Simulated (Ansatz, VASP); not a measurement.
Zr in VASP and in Ansatz

```
Zr
1.0
     0.00000    2.26300    2.26300
     2.26300    0.00000    2.26300
     2.26300    2.26300    0.00000
Zr
1
Direct
  0.00000 0.00000 0.00000
```

Alike in both runs: task relaxation of cell and atoms; functional r2SCAN; k mesh 16 × 16 × 16; occupations gaussian, width 0.1 eV; no spin polarisation.

```csv
,VASP,Ansatz
version,VASP 6.6.1,Ansatz 0.2.0
potentials or method,"VASP PAW PBE potentials, release 64 (Zr_sv), cutoff 600 eV","scalar-relativistic, plane waves, PAW"
valence electrons in the cell,12,12
```

```tsv
	VASP	Ansatz	Ansatz less VASP
gap on the k mesh at the Fermi level, each at its own relaxed structure (eV)	none	none	-
relaxed volume (Å³/atom)	23.34	23.33	-0.002
relaxed cell length with the largest relative difference (Å)	3.208	3.208	-0.0001
```

VASP's potentials were made for PBE, not for r2SCAN. A gap of «none» marks a metal or a gap that the smearing closes.
